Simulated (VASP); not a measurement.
ScBe4Al2B3: single point with PBE

The system is ScBe4Al2B3.

```xyz
10
Lattice="4.3610 0.0000 0.0000 -2.1805 3.7767 0.0000 0.0000 0.0000 7.2414" Properties=species:S:1:pos:R:3 pbc="T T T"
Sc    2.1805    1.2589    0.0000
Be    0.0000    2.5178    5.4733
Be    0.0000    2.5178    1.7682
Be    0.0000    2.5178    0.0000
Be    0.0000    0.0000    3.6207
Al    0.0000    0.0000    0.0000
Al    0.0000    2.5178    3.6207
B     0.0000    0.0000    1.7806
B     0.0000    0.0000    5.4608
B     2.1805    1.2589    3.6207
```

The cell was generated, and may not be a known phase.

| Quantity | Value |
| --- | --- |
| Program | VASP 6.6.1 |
| Task | single point |
| Functional | PBE |
| Potentials or basis | VASP PAW PBE potentials, release 64 (Sc_sv, Be, Al, B) |
| Cutoff | 520 eV |
| k mesh | 6 × 6 × 4 |
| Occupations | gaussian, width 0.1 eV |
| Spin | no spin polarisation |

The pressure is 21.0 GPa, the largest force is 5.197 eV/Å and the band gap on the k mesh is zero (bands 17 and 18 overlap by 0.81 eV).

Forces in eV/Å, atoms in the order of the input:
```
Sc   0.000  0.000  0.000
Be   0.000  0.000  3.433
Be   0.000  0.000 -3.433
Be   0.000  0.000  0.000
Be   0.000  0.000  0.000
Al   0.000  0.000  0.000
Al   0.000  0.000  0.000
B    0.000  0.000  5.197
B    0.000  0.000 -5.197
B    0.000  0.000  0.000
```

Stress tensor (GPa, compression positive):
```
-2.28  0.00  0.00
 0.00 -2.28  0.00
 0.00  0.00 67.68
```

Levels at points of the mesh, in eV from the Fermi level:
```
           k point  band 13  band 14  band 15  band 16  band 17  band 18  band 19  band 20  band 21  band 22
(0.00, 0.00, 0.00)    -1.36    -1.27    -0.65    -0.65    -0.58    -0.41    -0.41    -0.38     0.64     0.81
(0.50, 0.00, 0.00)    -2.39    -2.06    -1.68    -1.14    -0.81     0.18     0.47     0.74     1.56     2.67
(0.00, 0.00, 0.50)    -1.79    -1.44    -1.24    -1.24    -0.87     0.37     0.41     1.06     1.06     1.09
(0.50, 0.00, 0.50)    -3.21    -2.66    -2.06    -1.21    -0.28     0.47     0.47     1.43     2.05     2.41
```

Run time: 2 min on 1 thread of Intel Xeon 8259CL, with other jobs on the host, peak memory 0.27 GiB.

Caveat: the stress differs along the axes, from -2 to 68 GPa; forces of over 1 eV/Å act on the atoms, so gaps and moduli don't describe the material at rest.
